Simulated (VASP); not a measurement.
# PtSe2 (P-3m1) in VASP: notebook

PtSe2 is run at these levels: PBE; tasks: relaxation of cell and atoms, single point.

Everything below comes from runs of VASP 6.6.1. Logs are shortened: lines on timing, memory, paths and dates and some standing lists are left out, and cuts for length are marked.

### Step 1. The cell of the first run

The structure is trigonal, space group P-3m1 (No. 164). The conventional cell has a = 3.675 Å, b = 3.675 Å, c = 4.784 Å, α = 90.00°, β = 90.00°, γ = 120.00°. Pt (site symmetry -3m) has 6 Se at 2.46 Å within 3.3 Å. Within 3.3 Å of Se (site symmetry 3m) lie 3 Pt at 2.46 Å and 6 Se at 3.12 to 3.28 Å.

### Step 2. Relaxation of cell and atoms, PBE, target pressure 8 GPa, at which the enthalpy is minimised

Input file INCAR:

```
ALGO     = Normal         # electronic algorithm
EDIFF    = 1E-7           # SCF threshold, eV
EDIFFG   = -0.008         # ionic threshold
ENCUT    = 600            # plane-wave cutoff, eV
GGA      = PE             # functional
IBRION   = 2              # ionic algorithm
ISIF     = 3              # what is computed and relaxed
ISMEAR   = 0              # smearing method
LASPH    = T              # aspherical terms in the spheres
LCHARG   = F              # write CHGCAR
LREAL    = F              # projectors in reciprocal space
LWAVE    = F              # write WAVECAR
NELM     = 80             # most SCF steps
NSW      = 70             # ionic steps
PREC     = Accurate       # precision mode
PSTRESS  = 80.0         
SIGMA    = 0.1            # smearing width, eV
```

Input file KPOINTS:

```
k-points
0
Gamma
  12 12 10
```

Input file POSCAR:

```
PtSe2
1.0
    3.6754596088      0.0000000000      0.0000000000
   -1.8377298044      3.1830413918      0.0000000000
    0.0000000000      0.0000000000      4.7835154731
Pt Se
1 2
Direct
    0.0000000000      0.0000000000      0.0000000000
    0.6666666667      0.3333333333      0.7390341766
    0.3333333333      0.6666666667      0.2609658234
```

Potentials or basis: VASP PAW PBE potentials, release 64 (Pt, Se).

Started as:

```bash
$ cat potpaw_PBE.64/Pt/POTCAR potpaw_PBE.64/Se/POTCAR > POTCAR
$ mpirun -np 1 vasp_std > vasp.out
```

OUTCAR:

```text
EDIFF = 1E-7
   EDIFFG = -0.008
   ENCUT = 600
   GGA = PE
   IBRION = 2
   ISIF = 3
   ISMEAR = 0
   LASPH = T
   LREAL = F
   NELM = 80
   NSW = 70
   PREC = Accurate
   PSTRESS = 80.0

 ion  position               nearest neighbor table
   1  0.000  0.000  0.000-   2 2.46   3 2.46   3 2.46   2 2.46   2 2.46   3 2.46
   2  0.667  0.333  0.739-   1 2.46   1 2.46   1 2.46
   3  0.333  0.667  0.261-   1 2.46   1 2.46   1 2.46

  LATTYP: Found a hexagonal cell.
 ALAT       =     3.6754596088
 C/A-ratio  =     1.3014740964

  Lattice vectors:

 A1 = (   3.6754596088,   0.0000000000,   0.0000000000)
 A2 = (  -1.8377298044,   3.1830413918,   0.0000000000)
 A3 = (   0.0000000000,   0.0000000000,   4.7835154731)

Analysis of symmetry for initial positions (statically):
=====================================================================
 Subroutine PRICEL returns:
 Original cell was already a primitive cell.

 Routine SETGRP: Setting up the symmetry group for a
 hexagonal supercell.

 Subroutine GETGRP returns: Found 12 space group operations
 (whereof 12 operations were pure point group operations)
 out of a pool of 24 trial point group operations.

The static configuration has the point symmetry D_3d.

Analysis of symmetry for dynamics (positions and initial velocities):
=====================================================================
 Subroutine PRICEL returns:
 Original cell was already a primitive cell.

 Routine SETGRP: Setting up the symmetry group for a
 hexagonal supercell.

 Subroutine GETGRP returns: Found 12 space group operations
 (whereof 12 operations were pure point group operations)
 out of a pool of 24 trial point group operations.

The dynamic configuration has the point symmetry D_3d.

 Subroutine INISYM returns: Found 12 space group operations
 (whereof 12 operations are pure point group operations),
 and found     1 'primitive' translations

----------------------------------------------------------------------------------------

                                     Primitive cell

  volume of cell :      55.9630

  direct lattice vectors                    reciprocal lattice vectors
     3.675459609  0.000000000  0.000000000     0.272074817  0.157082469  0.000000000
    -1.837729804  3.183041392  0.000000000     0.000000000  0.314164938  0.000000000
     0.000000000  0.000000000  4.783515473     0.000000000  0.000000000  0.209051273

  length of vectors
     3.675459609  3.675459609  4.783515473     0.314164938  0.314164938  0.209051273

  position of ions in fractional coordinates (direct lattice)
     0.000000000  0.000000000  0.000000000
     0.666666667  0.333333333  0.739034177
     0.333333333  0.666666667  0.260965823

  ion indices of the primitive-cell ions
   primitive index   ion index
                 1           1
                 2           2
                 3           3

----------------------------------------------------------------------------------------

 KPOINTS: k-points

Automatic generation of k-mesh.
 Grid dimensions read from file:
 generate k-points for:   12   12   10

 Generating k-lattice:

  Cartesian coordinates                     Fractional coordinates (reciprocal lattice)
     0.022672901  0.013090206  0.000000000     0.083333333  0.000000000  0.000000000
     0.000000000  0.026180411  0.000000000     0.000000000  0.083333333  0.000000000
     0.000000000  0.000000000  0.020905127     0.000000000  0.000000000  0.100000000

  Length of vectors
     0.026180411  0.026180411  0.020905127

  Shift w.r.t. Gamma in fractional coordinates (k-lattice)
     0.000000000  0.000000000  0.000000000

 Subroutine IBZKPT returns following result:
 ===========================================

 Found    162 irreducible k-points:

 Following reciprocal coordinates:
            Coordinates               Weight
  0.000000  0.000000  0.000000      1.000000
  0.083333 -0.000000  0.000000      6.000000
  0.166667 -0.000000  0.000000      6.000000
  0.250000 -0.000000  0.000000      6.000000
  0.333333 -0.000000  0.000000      6.000000
  0.416667 -0.000000  0.000000      6.000000
[... 16 lines left out ...]
  0.166667 -0.000000  0.100000      6.000000
  0.000000  0.166667  0.100000      6.000000
 [... further k-points ...]
   k-points           NKPTS =    162   k-points in BZ     NKDIM =    162   number of bands    NBANDS=     15
   number of dos      NEDOS =    301   number of ions     NIONS =      3
   total plane-waves  NPLWV =  36000
   dimension x,y,z NGX =    30 NGY =   30 NGZ =   40
   dimension x,y,z NGXF=    60 NGYF=   60 NGZF=   80
   ions per type =               1   2
   NGX,Y,Z   is equivalent  to a cutoff of  13.57, 13.57, 13.90 a.u.
   NGXF,Y,Z  is equivalent  to a cutoff of  27.14, 27.14, 27.80 a.u.
 SYSTEM =  unknown system
   PREC   = accura    normal or accurate (medium, high low for compatibility)
   ISTART =      0    job   : 0-new  1-cont  2-samecut
   ICHARG =      2    charge: 1-file 2-atom 10-const
   ISPIN  =      1    spin polarized calculation?
   LNONCOLLINEAR =      F non collinear calculations
   LSORBIT =      F    spin-orbit coupling
   LASPH  =      T    aspherical Exc in radial PAW
   ENCUT  =  600.0 eV  44.10 Ry    6.64 a.u.   7.34  7.34  9.55*2*pi/ulx,y,z
   NELM   =     80;   NELMIN=  2; NELMDL= -5     # of ELM steps
   EDIFF  = 0.1E-06   stopping-criterion for ELM
   LREAL  =      F    real-space projection
   EDIFFG = -.8E-02   stopping-criterion for IOM
   NSW    =     70    number of steps for IOM
   IBRION =      2    ionic relax: 0-MD 1-quasi-New 2-CG
   NFREE  =      1    steps in history (QN), initial steepest desc. (CG)
   ISIF   =      3    stress and relaxation
   ISYM   =      2    0-nonsym 1-usesym 2-fastsym
   POTIM  = 0.5000    time-step for ionic-motion
   TEBEG  =    0.0;   TEEND  =   0.0 temperature during run
   PSTRESS=   80.0 pullay stress
   NELECT =      22.0000    total number of electrons
   NUPDOWN=      -1.0000    fix difference up-down
   EMIN   =  10.00;   EMAX   =-10.00  energy-range for DOS
   EFERMI =   0.00;   METHOD = LEGACY
   ISMEAR =     0;   SIGMA  =   0.10  broadening in eV -4-tet -1-fermi 0-gaus
   EFERMI_NEDOS =   21; number of points for ismear=-14 and -15
   IALGO  =     38    algorithm
   IMIX   =      4    mixing-type and parameters
     AMIX     =   0.40;   BMIX     =  1.00
     AMIX_MAG =   1.60;   BMIX_MAG =  1.00
  volume/ion in A,a.u.               =      18.65       125.89
  Fermi-wavevector in a.u.,A,eV,Ry     =   1.199266  2.266283 19.568413  1.438238
  Thomas-Fermi vector in A             =   2.335133
   LORBIT       =      0    0 simple, 1 ext, 2 COOP (PROOUT), +10 PAW based schemes
   GGA     = PE    functional components
   LHFCALC =     F    Hartree Fock is set to
   AEXX    =    0.0000 exact exchange contribution
   IVDW    =     0    specifies the selected vdW correction
   LEPSILON=     F    determine dielectric tensor
   LRPA    =     F    only Hartree local field effects (RPA)
 conjugate gradient relaxation of ions
 non-spin polarized calculation
 Gauss-broadening in eV      SIGMA  =   0.10
  energy-cutoff  :      600.00
  volume of cell :       55.96
 maximum number of plane-waves:      1915
 NGX is ok and might be reduce to    30
   NGX = 15   NGY = 15   NGZ = 19

--------------------------------------- Ionic step        1  -------------------------------------------

 number of electron      21.9999998 magnetization

 Free energy of the ion-electron system (eV)
  ---------------------------------------------------
  ext. energy  EPLUGINS =         0.00000000
  ---------------------------------------------------
  free energy    TOTEN  =       -13.96629451 eV

  energy without entropy =      -13.96227956  energy(sigma->0) =      -13.96428703

------------------------ aborting loop because EDIFF is reached ----------------------------------------

  FORCE on cell =-STRESS in cart. coord.  units (eV):
  Direction    XX          YY          ZZ          XY          YZ          ZX
  --------------------------------------------------------------------------------------
  -------------------------------------------------------------------------------------
  Total        5.9515488      5.9515488      4.4846035      0.0000000      0.0000000      0.0000000
  in kB      170.3881762    170.3881762    128.3906831      0.0000000      0.0000000      0.0000000
  external PRESSURE =      76.3890118 kB  Pullay stress =      80.0000000 kB
[... 297 lines left out ...]
  enthalpy is  TOTEN    =       -11.2670027278 eV   P V=        2.8319325004

--------------------------------------- Ionic step        9  -------------------------------------------

 number of electron      22.0000001 magnetization

 Free energy of the ion-electron system (eV)
  ---------------------------------------------------
  ext. energy  EPLUGINS =         0.00000000
  ---------------------------------------------------
  free energy    TOTEN  =       -14.09501585 eV

  energy without entropy =      -14.09113973  energy(sigma->0) =      -14.09307779

 E-fermi :   7.3202     XC(G=0): -11.0936

 val. band max:        7.3183650285   @ k =   0.0000   0.3333   0.3000
 cond. band min:       7.3324522654   @ k =   0.3333   0.3333   0.0000
 fundamental gap:      0.0140872368
 Fermi energy:         7.3202387347

 k-point     1 :       0.0000    0.0000    0.0000
  band No.  band energies     occupation
      1      -8.6933      2.00000
      2      -5.1570      2.00000
      3      -0.0503      2.00000
      4       0.9231      2.00000
      5       0.9231      2.00000
      6       3.4529      2.00000
      7       3.4529      2.00000
      8       4.8113      2.00000
      9       6.3092      2.00000
     10       6.3092      2.00000
     11       8.2016      0.00000
     12       8.2016      0.00000
     13       8.2571      0.00000
     14      10.5066      0.00000
     15      11.6487      0.00000
[... 397 lines left out ...]
 k-point    24 :       0.0000    0.1667    0.1000
  band No.  band energies     occupation
      1      -8.3393      2.00000
      2      -5.4706      2.00000
      3       0.2840      2.00000
      4       1.0722      2.00000
      5       1.4714      2.00000
      6       2.7433      2.00000
      7       3.3102      2.00000
      8       4.1349      2.00000
      9       5.3691      2.00000
     10       6.0382      2.00000
     11       7.2454      1.70997
     12       8.2071      0.00000
     13       8.8292      0.00000
     14      11.9523      0.00000
     15      12.5483      0.00000

 [... further k-points ...]

------------------------ aborting loop because EDIFF is reached ----------------------------------------

  FORCE on cell =-STRESS in cart. coord.  units (eV):
  Direction    XX          YY          ZZ          XY          YZ          ZX
  --------------------------------------------------------------------------------------
  -------------------------------------------------------------------------------------
  Total        2.8331880      2.8331880      2.8325421     -0.0000000      0.0000000     -0.0000000
  in kB       80.1567507     80.1567507     80.1384787     -0.0000000      0.0000000     -0.0000000
  external PRESSURE =       0.1506601 kB  Pullay stress =      80.0000000 kB
[... 18 lines left out ...]
  FREE ENERGIE OF THE ION-ELECTRON SYSTEM (eV)
  ---------------------------------------------------
  free  energy   TOTEN  =       -14.0950158455 eV

  energy  without entropy=      -14.0911397266  energy(sigma->0) =      -14.09307779

  enthalpy is  TOTEN    =       -11.2673683306 eV   P V=        2.8276475149

 reached required accuracy - stopping structural energy minimisation
```

Run time: 16 min. Hardware: 1 thread of Intel Xeon Platinum 8375C at 2.90GHz (Ice Lake), shared host; peak memory 0.33 GiB.

What came out:

| Property | Result |
| --- | --- |
| Free energy | -14.0950 eV |
| Relaxed volume | 18.88 Å³/atom |
| Relaxed cell | a = 3.748 Å, b = 3.748 Å, c = 4.654 Å, α = 90.00°, β = 90.00°, γ = 120.00° |
| Space group after relaxing (to 0.1 Å) | P-3m1 (No. 164) |
| Energy change on relaxing (the run minimises the enthalpy) | -42.9 meV/atom |
| Ionic steps | 9 |
| Pressure after relaxing | 8.0 GPa |
| Band gap on the k mesh | zero (bands 11 and 12 overlap by 0.90 eV) |

Forces on the atoms (eV/Å):
```
Pt   0.000  0.000  0.000
Se   0.000  0.000  0.002
Se   0.000  0.000 -0.002
```

Step by step:
| step | energy change (eV) | largest force (eV/Å) | pressure (GPa) | volume (Å³) |
| --- | --- | --- | --- | --- |
| 1 | 0.0000 | 0.9827 | 15.64 | 55.96 |
| 2 | -0.1866 | 0.8478 | -4.84 | 63.47 |
| 3 | -0.1937 | 0.2265 | 7.06 | 58.39 |
| 4 | -0.1900 | 0.2472 | 7.30 | 58.31 |
| 5 | -0.1775 | 0.1894 | 7.50 | 57.88 |
| 6 | -0.1253 | 0.0131 | 8.32 | 56.58 |
| 7 | -0.1418 | 0.0928 | 7.10 | 56.91 |
| 8 | -0.1326 | 0.0466 | 7.81 | 56.72 |
| 9 | -0.1287 | 0.0025 | 8.02 | 56.63 |

Final structure:
```yaml
crystal:
  lattice:
    - [3.74846, 0.00000, 0.00000]
    - [-1.87423, 3.24626, 0.00000]
    - [0.00000, 0.00000, 4.65383]
  atoms:
    - { symbol: Pt, position: [0.00000, 0.00000, 0.00000] }
    - { symbol: Se, position: [0.66667, 0.33333, 0.72640] }
    - { symbol: Se, position: [0.33333, 0.66667, 0.27360] }
```

Caveat: the cell is relaxed towards a set pressure, so the run minimises the enthalpy, not the energy; spin-orbit coupling is left out, which moves the levels of the heavy elements.

### Step 3. Single point, PBE (biaxial strain in the a-b plane: -3.0 %)

Input file INCAR:

```
SYSTEM = PtSe2
PREC     = Accurate       ! precision mode
ENCUT    = 520            ! plane-wave cutoff, eV
EDIFF    = 1E-6           ! SCF threshold, eV
ISMEAR   = 0              ! smearing method
SIGMA    = 0.02           ! smearing width, eV
LREAL    = .False.        ! projectors in reciprocal space
LASPH    = .True.         ! aspherical terms in the spheres
NELM     = 80             ! most SCF steps
ALGO     = Normal         ! electronic algorithm
ISIF     = 2              ! what is computed and relaxed
LWAVE    = .False.        ! write WAVECAR
LCHARG   = .False.        ! write CHGCAR
GGA      = PE             ! functional
NBANDS   = 18             ! bands
```

Input file KPOINTS:

```
regular mesh
0
Gamma
  12 12 4
  0 0 0
```

Input file POSCAR:

```
PtSe2
1.0
    3.6390127226      0.0000000000      0.0000000000
   -1.8195063613      3.1514774625      0.0000000000
    0.0000000000      0.0000000000      6.6183575400
Pt Se
1 2
Direct
    0.0000000000      0.0000000000      0.0000000000
    0.6666666667      0.3333333333      0.8023624144
    0.3333333333      0.6666666667      0.1976375856
```

Potentials or basis: VASP PAW PBE potentials, release 64 (Pt, Se).

Started as:

```bash
$ cat potpaw_PBE.64/Pt/POTCAR potpaw_PBE.64/Se/POTCAR > POTCAR
$ mpirun -np 1 vasp_std > vasp.out
```

OUTCAR:

```text
SYSTEM = PtSe2
   PREC = Accurate
   ENCUT = 520
   EDIFF = 1E-6
   ISMEAR = 0
   LREAL = .False.
   LASPH = .True.
   NELM = 80
   ISIF = 2
   GGA = PE

 ion  position               nearest neighbor table
   1  0.000  0.000  0.000-   2 2.47   3 2.47   2 2.47   3 2.47   2 2.47   3 2.47
   2  0.667  0.333  0.802-   1 2.47   1 2.47   1 2.47
   3  0.333  0.667  0.198-   1 2.47   1 2.47   1 2.47

  LATTYP: Found a hexagonal cell.
 ALAT       =     3.6390127226
 C/A-ratio  =     1.8187233859

  Lattice vectors:
[... 695 lines left out ...]

  FORCE on cell =-STRESS in cart. coord.  units (eV):
  Direction    XX          YY          ZZ          XY          YZ          ZX
  --------------------------------------------------------------------------------------
  -------------------------------------------------------------------------------------
  Total        3.8348495      3.8348495      2.0950398      0.0000000      0.0000000      0.0000000
  in kB       80.9488905     80.9488905     44.2236770      0.0000000      0.0000000      0.0000000
  external PRESSURE =      68.7071527 kB  Pullay stress =       0.0000000 kB

 VOLUME and BASIS-vectors are now :
 -----------------------------------------------------------------------------
  energy-cutoff  :      520.00
  volume of cell :       75.90
      direct lattice vectors                 reciprocal lattice vectors
     3.639012723  0.000000000  0.000000000     0.274799809  0.158655744  0.000000000
    -1.819506361  3.151477462  0.000000000     0.000000000  0.317311487  0.000000000
     0.000000000  0.000000000  6.618357540     0.000000000  0.000000000  0.151094889

 POSITION                                       TOTAL-FORCE (eV/Angst)
 -----------------------------------------------------------------------------------
      0.00000      0.00000      0.00000         0.000000      0.000000      0.000000
      1.81951      1.05049      5.31032         0.000000      0.000000     -0.787260
     -0.00000      2.10098      1.30804        -0.000000      0.000000      0.787260
 -----------------------------------------------------------------------------------
    total drift:                                0.000000      0.000000      0.000000

  FREE ENERGIE OF THE ION-ELECTRON SYSTEM (eV)
  ---------------------------------------------------
  free  energy   TOTEN  =       -14.1910121557 eV

  energy  without entropy=      -14.1910121557  energy(sigma->0) =      -14.19101216
```

OSZICAR:

```text
N       E                     dE             d eps       ncg     rms          rms(c)
DAV:   1     0.117633073302E+03    0.11763E+03   -0.96808E+03  2492   0.104E+03
DAV:   2    -0.905646349832E+01   -0.12669E+03   -0.12206E+03  3092   0.208E+02
DAV:   3    -0.149876822540E+02   -0.59312E+01   -0.58934E+01  3066   0.459E+01
DAV:   4    -0.150440888046E+02   -0.56407E-01   -0.56383E-01  3070   0.482E+00
DAV:   5    -0.150449425974E+02   -0.85379E-03   -0.85376E-03  3064   0.562E-01    0.138E+01
DAV:   6    -0.143689867191E+02    0.67596E+00   -0.37978E+00  2580   0.186E+01    0.745E+00
DAV:   7    -0.142151595882E+02    0.15383E+00   -0.78032E-01  2554   0.867E+00    0.390E+00
DAV:   8    -0.141926392458E+02    0.22520E-01   -0.46092E-02  2960   0.179E+00    0.722E-01
DAV:   9    -0.141906656150E+02    0.19736E-02   -0.90711E-03  2782   0.892E-01    0.172E-01
DAV:  10    -0.141909968898E+02   -0.33127E-03   -0.12940E-03  2738   0.247E-01    0.623E-02
DAV:  11    -0.141910045710E+02   -0.76812E-05   -0.67022E-05  3200   0.757E-02    0.294E-02
DAV:  12    -0.141910113411E+02   -0.67701E-05   -0.21237E-05  2602   0.321E-02    0.358E-03
DAV:  13    -0.141910121557E+02   -0.81460E-06   -0.17071E-06  2934   0.906E-03
   1 F= -.14191012E+02 E0= -.14191012E+02  d E =-.109820E-19
```

stdout:

```text
POSCAR found type information on POSCAR PtSe
 POSCAR found :  2 types and       3 ions
 scaLAPACK will be used
 LDA part: xc-table for (Slater+PW92), standard interpolation
 POSCAR, INCAR and KPOINTS ok, starting setup
 FFT: planning ... GRIDC
 FFT: planning ... GRID_SOFT
 FFT: planning ... GRID
 WAVECAR not read
 entering main loop
```

Wall time 94 s (1 thread of Intel Xeon 8259CL, shared host); peak memory 0.25 GiB.

Results:

| Quantity | Value |
| --- | --- |
| Free energy | -14.1910 eV |
| Pressure | 6.9 GPa |
| Largest force | 0.787 eV/Å |
| Band gap on the k mesh | 1.11 eV (least direct gap 1.27 eV) |

Forces on the atoms (eV/Å):
```
Pt   0.000  0.000  0.000
Se   0.000  0.000 -0.787
Se   0.000  0.000  0.787
```

Levels at points of the mesh, in eV from the valence-band top:
```tsv
k point	band 7	band 8	band 9	band 10	band 11	band 12	band 13	band 14	band 15	band 16
(0.00, 0.00, 0.00)	-3.22	-1.63	-0.32	-0.07	-0.07	3.04	3.04	4.58	5.42	8.44
(0.50, 0.00, 0.00)	-2.59	-2.56	-2.15	-2.03	-1.91	2.30	2.83	4.93	6.14	8.11
(0.00, 0.00, 0.50)	-3.22	-1.38	-1.29	-0.09	-0.09	3.09	3.09	5.38	6.44	7.33
(0.50, 0.00, 0.50)	-2.62	-2.59	-2.20	-1.99	-1.50	2.58	2.70	4.55	5.78	7.28
```

Caveat: the cell differs from its parent crystal (biaxial strain in the a-b plane: -3.0 %); the cell stands under pressure; spin-orbit coupling is left out, which moves the levels of the heavy elements; this functional lacks dispersion, which binds layers or chains, so the pressure and a relaxed spacing across them are unreliable. A k mesh can miss the band edges.
